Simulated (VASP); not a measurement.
# Ru (Pm-3m) in VASP: a series of runs

Ru is run at these levels: PBEsol; tasks: single point, relaxation of cell and atoms.

Everything below comes from runs of VASP 6.6.1. Logs are shortened: lines on timing, memory, paths and dates and some standing lists are left out, and cuts for length are marked.

## 1. The cell of the first run

Symmetry: Pm-3m, No. 221, cubic system. Conventional cell: a = 2.175 Å, b = 2.175 Å, c = 2.175 Å, α = 90.00°, β = 90.00°, γ = 90.00°. Within 2.9 Å of Ru (site symmetry m-3m) lie 6 Ru at 2.17 Å.

This isn't the form of Ru at room conditions, which is hcp.

## 2. Single point, PBEsol

File INCAR:

```
ALGO = Normal
EDIFF = 1E-6
ENCUT = 520
GGA = PS
ISIF = 2
ISMEAR = -1
LASPH = True
LCHARG = True
LELF = True
LREAL = False
LVHAR = True
LWAVE = False
NBANDS = 13
NELM = 80
PREC = Accurate
SIGMA = 0.05
```

File KPOINTS:

```
k-points
0
Gamma
  18 18 18
```

File POSCAR:

```
Ru
1.0
    2.1746784103      0.0000000000      0.0000000000
    0.0000000000      2.1746784103      0.0000000000
    0.0000000000      0.0000000000      2.1746784103
Ru
1
Direct
    0.0000000000      0.0000000000      0.0000000000
```

Potentials or basis: VASP PAW PBE potentials, release 64 (Ru_pv).

Launch:

```
$ cat potpaw_PBE.64/Ru_pv/POTCAR > POTCAR
$ mpirun -np 1 vasp_std > vasp.out
```

OUTCAR:

```text
EDIFF = 1E-6
   ENCUT = 520
   GGA = PS
   ISIF = 2
   ISMEAR = -1
   LASPH = True
   LREAL = False
   NELM = 80
   PREC = Accurate

 ion  position               nearest neighbor table
   1  0.000  0.000  0.000-

  LATTYP: Found a simple cubic cell.
 ALAT       =     2.1746784103

  Lattice vectors:

 A1 = (   2.1746784103,   0.0000000000,   0.0000000000)
 A2 = (   0.0000000000,   2.1746784103,   0.0000000000)
 A3 = (   0.0000000000,   0.0000000000,   2.1746784103)

Analysis of symmetry for initial positions (statically):
=====================================================================
 Subroutine PRICEL returns:
 Original cell was already a primitive cell.

 Routine SETGRP: Setting up the symmetry group for a
 simple cubic supercell.

 Subroutine GETGRP returns: Found 48 space group operations
 (whereof 48 operations were pure point group operations)
 out of a pool of 48 trial point group operations.

The static configuration has the point symmetry O_h .

Analysis of symmetry for dynamics (positions and initial velocities):
=====================================================================
 Subroutine PRICEL returns:
 Original cell was already a primitive cell.

 Routine SETGRP: Setting up the symmetry group for a
 simple cubic supercell.

 Subroutine GETGRP returns: Found 48 space group operations
 (whereof 48 operations were pure point group operations)
 out of a pool of 48 trial point group operations.

The dynamic configuration has the point symmetry O_h .

 Subroutine INISYM returns: Found 48 space group operations
 (whereof 48 operations are pure point group operations),
 and found     1 'primitive' translations

----------------------------------------------------------------------------------------

                                     Primitive cell

  volume of cell :      10.2845

  direct lattice vectors                    reciprocal lattice vectors
     2.174678410  0.000000000  0.000000000     0.459838105  0.000000000  0.000000000
     0.000000000  2.174678410  0.000000000     0.000000000  0.459838105  0.000000000
     0.000000000  0.000000000  2.174678410     0.000000000  0.000000000  0.459838105

  length of vectors
     2.174678410  2.174678410  2.174678410     0.459838105  0.459838105  0.459838105

  position of ions in fractional coordinates (direct lattice)
     0.000000000  0.000000000  0.000000000

  ion indices of the primitive-cell ions
   primitive index   ion index
                 1           1

----------------------------------------------------------------------------------------

 KPOINTS: k-points

Automatic generation of k-mesh.
 Grid dimensions read from file:
 generate k-points for:   18   18   18

 Generating k-lattice:

  Cartesian coordinates                     Fractional coordinates (reciprocal lattice)
     0.025546561  0.000000000  0.000000000     0.055555556  0.000000000  0.000000000
     0.000000000  0.025546561  0.000000000     0.000000000  0.055555556  0.000000000
     0.000000000  0.000000000  0.025546561     0.000000000  0.000000000  0.055555556

  Length of vectors
     0.025546561  0.025546561  0.025546561

  Shift w.r.t. Gamma in fractional coordinates (k-lattice)
     0.000000000  0.000000000  0.000000000

 Subroutine IBZKPT returns following result:
 ===========================================

 Found    220 irreducible k-points:

 Following reciprocal coordinates:
            Coordinates               Weight
  0.000000  0.000000  0.000000      1.000000
  0.055556  0.000000  0.000000      6.000000
  0.111111  0.000000  0.000000      6.000000
  0.166667  0.000000  0.000000      6.000000
  0.222222  0.000000  0.000000      6.000000
  0.277778  0.000000  0.000000      6.000000
[... 16 lines left out ...]
  0.277778  0.111111  0.000000     24.000000
  0.333333  0.111111  0.000000     24.000000
 [... further k-points ...]
   k-points           NKPTS =    220   k-points in BZ     NKDIM =    220   number of bands    NBANDS=     13
   number of dos      NEDOS =    301   number of ions     NIONS =      1
   total plane-waves  NPLWV =   4096
   dimension x,y,z NGX =    16 NGY =   16 NGZ =   16
   dimension x,y,z NGXF=    32 NGYF=   32 NGZF=   32
   ions per type =               1
   NGX,Y,Z   is equivalent  to a cutoff of  12.23, 12.23, 12.23 a.u.
   NGXF,Y,Z  is equivalent  to a cutoff of  24.46, 24.46, 24.46 a.u.
 SYSTEM =  unknown system
   PREC   = accura    normal or accurate (medium, high low for compatibility)
   ISTART =      0    job   : 0-new  1-cont  2-samecut
   ICHARG =      2    charge: 1-file 2-atom 10-const
   ISPIN  =      1    spin polarized calculation?
   LNONCOLLINEAR =      F non collinear calculations
   LSORBIT =      F    spin-orbit coupling
   LASPH  =      T    aspherical Exc in radial PAW
   ENCUT  =  520.0 eV  38.22 Ry    6.18 a.u.   4.04  4.04  4.04*2*pi/ulx,y,z
   NELM   =     80;   NELMIN=  2; NELMDL= -5     # of ELM steps
   EDIFF  = 0.1E-05   stopping-criterion for ELM
   LREAL  =      F    real-space projection
   EDIFFG = 0.1E-04   stopping-criterion for IOM
   NSW    =      0    number of steps for IOM
   IBRION =     -1    ionic relax: 0-MD 1-quasi-New 2-CG
   NFREE  =      0    steps in history (QN), initial steepest desc. (CG)
   ISIF   =      2    stress and relaxation
   ISYM   =      2    0-nonsym 1-usesym 2-fastsym
   POTIM  = 0.5000    time-step for ionic-motion
   TEBEG  =    0.0;   TEEND  =   0.0 temperature during run
   PSTRESS=    0.0 pullay stress
   NELECT =      14.0000    total number of electrons
   NUPDOWN=      -1.0000    fix difference up-down
   EMIN   =  10.00;   EMAX   =-10.00  energy-range for DOS
   EFERMI =   0.00;   METHOD = LEGACY
   ISMEAR =    -1;   SIGMA  =   0.05  broadening in eV -4-tet -1-fermi 0-gaus
   EFERMI_NEDOS =   21; number of points for ismear=-14 and -15
   IALGO  =     38    algorithm
   IMIX   =      4    mixing-type and parameters
     AMIX     =   0.40;   BMIX     =  1.00
     AMIX_MAG =   1.60;   BMIX_MAG =  1.00
  volume/ion in A,a.u.               =      10.28        69.40
  Fermi-wavevector in a.u.,A,eV,Ry     =   1.814356  3.428635 44.788843  3.291887
  Thomas-Fermi vector in A             =   2.872203
   LORBIT       =      0    0 simple, 1 ext, 2 COOP (PROOUT), +10 PAW based schemes
   GGA     = PS    functional components
   LHFCALC =     F    Hartree Fock is set to
   AEXX    =    0.0000 exact exchange contribution
   IVDW    =     0    specifies the selected vdW correction
   LEPSILON=     F    determine dielectric tensor
   LRPA    =     F    only Hartree local field effects (RPA)
 non-spin polarized calculation
  energy-cutoff  :      520.00
  volume of cell :       10.28
 maximum number of plane-waves:       292
   NGX =  9   NGY =  9   NGZ =  9

 number of electron      14.0000010 magnetization

 Free energy of the ion-electron system (eV)
  ---------------------------------------------------
  ext. energy  EPLUGINS =         0.00000000
  ---------------------------------------------------
  free energy    TOTEN  =        -6.30105535 eV

  energy without entropy =       -6.29503135  energy(sigma->0) =       -6.29804335

 E-fermi :  18.9165     XC(G=0): -15.8884

 val. band max:       18.9126243714   @ k =   0.2778   0.1111   0.0556
 cond. band min:      18.9193729607   @ k =   0.2778   0.2778   0.0000
 fundamental gap:      0.0067485893
 Fermi energy:        18.9164907647

 k-point     1 :       0.0000    0.0000    0.0000
  band No.  band energies     occupation
      1     -23.6797      2.00000
      2     -23.6797      2.00000
      3     -23.6797      2.00000
      4       9.1443      2.00000
      5       9.4119      2.00000
      6       9.4119      2.00000
      7      22.0650      0.00000
      8      22.0650      0.00000
      9      22.0650      0.00000
     10      29.3483      0.00000
     11      38.9583      0.00000
     12      38.9583      0.00000
     13      38.9583      0.00000

 k-point     2 :       0.0556    0.0000    0.0000
  band No.  band energies     occupation
      1     -23.8062      2.00000
      2     -23.6690      2.00000
      3     -23.6690      2.00000
      4       9.2643      2.00000
      5       9.4488      2.00000
      6       9.6412      2.00000
      7      21.8415      0.00000
      8      21.8415      0.00000
      9      22.0811      0.00000
     10      29.3483      0.00000
     11      38.2593      0.00000
     12      39.2555      0.00000
     13      39.2555      0.00000

 k-point     3 :       0.1111    0.0000    0.0000
  band No.  band energies     occupation
      1     -24.1628      2.00000
      2     -23.6382      2.00000
      3     -23.6382      2.00000
      4       9.4978      2.00000
      5       9.5563      2.00000
      6      10.4206      2.00000
      7      21.2364      0.00000
      8      21.2364      0.00000
      9      22.1277      0.00000
     10      29.3480      0.00000
     11      36.6466      0.00000
     12      40.0687      0.00000
     13      40.0687      0.00000
[... 305 lines left out ...]
 k-point    23 :       0.2778    0.1111    0.0000
  band No.  band energies     occupation
      1     -25.8752      2.00000
      2     -23.9314      2.00000
      3     -23.4287      2.00000
      4      10.5591      2.00000
      5      11.5665      2.00000
      6      14.4581      2.00000
      7      18.3967      1.99994
      8      18.7016      1.97319
      9      21.6406      0.00000
     10      29.3454      0.00000
     11      32.4058      0.00000
     12      38.8398      0.00000
     13      41.3382      0.00000

 k-point    24 :       0.3333    0.1111    0.0000
  band No.  band energies     occupation
      1     -26.4344      2.00000
      2     -23.8662      2.00000
      3     -23.3693      2.00000
      4      10.8422      2.00000
      5      12.0421      2.00000
      6      14.9110      2.00000
      7      17.9592      2.00000
      8      18.8018      1.81661
      9      21.7471      0.00000
     10      29.3434      0.00000
     11      31.3929      0.00000
     12      37.7256      0.00000
     13      42.0555      0.00000

 [... further k-points ...]

------------------------ aborting loop because EDIFF is reached ----------------------------------------

  FORCE on cell =-STRESS in cart. coord.  units (eV):
  Direction    XX          YY          ZZ          XY          YZ          ZX
  --------------------------------------------------------------------------------------
  -------------------------------------------------------------------------------------
  Total       15.7563532     15.7563532     15.7563532      0.0000000      0.0000000      0.0000000
  in kB     2454.6024416   2454.6024416   2454.6024416      0.0000000      0.0000000      0.0000000
  external PRESSURE =    2454.6024416 kB  Pullay stress =       0.0000000 kB

 VOLUME and BASIS-vectors are now :
 -----------------------------------------------------------------------------
  energy-cutoff  :      520.00
  volume of cell :       10.28
      direct lattice vectors                 reciprocal lattice vectors
     2.174678410  0.000000000  0.000000000     0.459838105  0.000000000  0.000000000
     0.000000000  2.174678410  0.000000000     0.000000000  0.459838105  0.000000000
     0.000000000  0.000000000  2.174678410     0.000000000  0.000000000  0.459838105

 POSITION                                       TOTAL-FORCE (eV/Angst)
 -----------------------------------------------------------------------------------
      0.00000      0.00000      0.00000         0.000000      0.000000      0.000000
 -----------------------------------------------------------------------------------
    total drift:                                0.000000      0.000000      0.000000

  FREE ENERGIE OF THE ION-ELECTRON SYSTEM (eV)
  ---------------------------------------------------
  free  energy   TOTEN  =        -6.3010553484 eV

  energy  without entropy=       -6.2950313491  energy(sigma->0) =       -6.29804335
```

Run time: 14 s. Hardware: 1 thread of Intel Xeon 8259CL, shared host; peak memory 0.14 GiB.

Results:

```yaml
Free_energy: -6.3011 eV
Pressure: 245.5 GPa
Band_gap_on_the_k_mesh: zero (bands 7 and 8 overlap by 8.75 eV)
```

Levels at points of the mesh, in eV from the Fermi level:
```
           k point  band 4  band 5  band 6  band 7  band 8  band 9  band 10  band 11
(0.00, 0.00, 0.00)   -9.77   -9.50   -9.50    3.15    3.15    3.15    10.43    20.04
(0.50, 0.00, 0.00)   -8.12   -6.53   -2.11   -2.11   -0.87    3.71    10.43    12.50
(0.50, 0.50, 0.00)  -11.34   -5.81   -1.03   -1.03    6.78    7.61     7.61    10.43
(0.50, 0.50, 0.50)   -8.93   -8.93   -8.93    6.82    7.16    7.16    10.43    19.30
```

Caveat: the cell stands under pressure; the PAW data sets were made with another functional, which shifts forces and pressure a little.

## 3. Single point, PBEsol

File INCAR:

```
PREC = Accurate
ENCUT = 520
EDIFF = 1E-7
ISMEAR = -1
SIGMA = 0.05
LREAL = F
LASPH = T
NELM = 80
ALGO = Normal
ISIF = 2
LWAVE = F
LCHARG = F
GGA = PS
NBANDS = 13
```

File KPOINTS:

```
Automatic mesh
0
Gamma
  18 18 18
```

File POSCAR:

```
Ru
1.0
    2.1749474049      0.0000000000      0.0000000000
    0.0000000000      2.1749474049      0.0000000000
    0.0000000000      0.0000000000      2.1749474049
Ru
1
Direct
    0.0000000000      0.0000000000      0.0000000000
```

Potentials or basis: VASP PAW PBE potentials, release 64 (Ru_pv).

Launch:

```
$ cat potpaw_PBE.64/Ru_pv/POTCAR > POTCAR
$ mpirun -np 1 vasp_std > vasp.out
```

It took 16 s on 1 thread of Intel Xeon 8259CL, shared host; peak memory 0.14 GiB.

The run converged. Its results:

```
Free energy            : -6.3069 eV
Pressure               : 245.1 GPa
Band gap on the k mesh : zero (bands 7 and 8 overlap by 8.75 eV)
```

Levels at points of the mesh, in eV from the Fermi level:
```
           k point  band 4  band 5  band 6  band 7  band 8  band 9  band 10  band 11
(0.00, 0.00, 0.00)   -9.77   -9.50   -9.50    3.15    3.15    3.15    10.43    20.04
(0.50, 0.00, 0.00)   -8.12   -6.53   -2.11   -2.11   -0.87    3.70    10.43    12.50
(0.50, 0.50, 0.00)  -11.34   -5.80   -1.03   -1.03    6.77    7.61     7.61    10.43
(0.50, 0.50, 0.50)   -8.92   -8.92   -8.92    6.82    7.16    7.16    10.43    19.29
```

Caveat: the cell stands under pressure; the PAW data sets were made with another functional, which shifts forces and pressure a little.

## 4. Relaxation of cell and atoms, PBEsol, target pressure 240 GPa, at which the enthalpy is minimised

This run uses another cell than the first one, of 10.10 Å³/atom.

File INCAR:

```
PREC = Accurate
ENCUT = 600
EDIFF = 1E-6
ISMEAR = -1
SIGMA = 0.05
LREAL = F
LASPH = T
NELM = 60
ALGO = Normal
ISIF = 3
LWAVE = F
LCHARG = F
GGA = PS
IBRION = 2
NSW = 60
EDIFFG = -0.005
PSTRESS = 2400.0
```

KPOINTS is that of step 3.

File POSCAR:

```
Ru
1.0
    2.1618631330      0.0000000000      0.0000000000
    0.0000000000      2.1618631330      0.0000000000
    0.0000000000      0.0000000000      2.1618631330
Ru
1
Direct
    0.0000000000      0.0000000000      0.0000000000
```

Launch:

```
$ cat potpaw_PBE.64/Ru_pv/POTCAR > POTCAR
$ mpirun -np 1 vasp_std > vasp.out
```

It took 2.8 min on 1 thread of Intel Xeon 8259CL, shared host; peak memory 0.15 GiB.

It converged, with:

- Free energy: -6.3743 eV
- Relaxed volume: 10.33 Å³/atom
- Relaxed cell: a = 2.178 Å, b = 2.178 Å, c = 2.178 Å, α = 90.00°, β = 90.00°, γ = 90.00°
- Space group after relaxing (to 0.1 Å): Pm-3m (No. 221)
- Energy change on relaxing (the run minimises the enthalpy): -362.1 meV/atom
- Ionic steps: 19
- Pressure after relaxing: 239.9 GPa
- Band gap on the k mesh: zero (bands 7 and 8 overlap by 8.77 eV)

Step by step:
| step | energy change (eV) | largest force (eV/Å) | pressure (GPa) | volume (Å³) |
| --- | --- | --- | --- | --- |
| 1 | 0.0000 | 0.0000 | 267.17 | 10.10 |
| 2 | -2.5083 | 0.0000 | 65.37 | 12.82 |
| 3 | -0.4089 | 0.0000 | 236.68 | 10.36 |
| 4 | -0.3654 | 0.0000 | 239.68 | 10.33 |
| 5 | -0.3584 | 0.0000 | 240.23 | 10.33 |
| 6 | -0.3586 | 0.0000 | 240.26 | 10.33 |
| 7 | -0.3593 | 0.0000 | 240.26 | 10.33 |
| 8 | -0.3593 | 0.0000 | 240.20 | 10.33 |
| 9 | -0.3593 | 0.0000 | 240.19 | 10.33 |
| 10 | -0.3594 | 0.0000 | 240.19 | 10.33 |
| 11 | -0.3594 | 0.0000 | 240.19 | 10.33 |
| 12 | -0.3595 | 0.0000 | 240.19 | 10.33 |
| 13 | -0.3596 | 0.0000 | 240.19 | 10.33 |
| 14 | -0.3599 | 0.0000 | 240.18 | 10.33 |
| 15 | -0.3604 | 0.0000 | 240.17 | 10.33 |
| 16 | -0.3615 | 0.0000 | 240.14 | 10.33 |
| 17 | -0.3636 | 0.0000 | 239.90 | 10.33 |
| 18 | -0.3627 | 0.0000 | 239.86 | 10.33 |
| 19 | -0.3621 | 0.0000 | 239.92 | 10.33 |

Final structure:
```xyz
1
Lattice="2.1781 0.0000 0.0000 0.0000 2.1781 0.0000 0.0000 0.0000 2.1781" Properties=species:S:1:pos:R:3 pbc="T T T"
Ru    0.0000    0.0000    0.0000
```

Levels at points of the mesh, in eV from the Fermi level:
| k point | band 5 | band 6 | band 7 | band 8 | band 9 | band 10 |
| --- | --- | --- | --- | --- | --- | --- |
| (0.00, 0.00, 0.00) | -9.45 | -9.45 | 3.13 | 3.13 | 3.13 | 10.44 |
| (0.50, 0.00, 0.00) | -6.51 | -2.09 | -2.09 | -0.86 | 3.68 | 10.43 |
| (0.50, 0.50, 0.00) | -5.78 | -1.02 | -1.02 | 6.73 | 7.58 | 7.58 |
| (0.50, 0.50, 0.50) | -8.87 | -8.87 | 6.86 | 7.11 | 7.11 | 10.43 |

Caveat: the cell is relaxed towards a set pressure, so the run minimises the enthalpy, not the energy; the PAW data sets were made with another functional, which shifts forces and pressure a little.

(Part 1 of 2 ends here.)
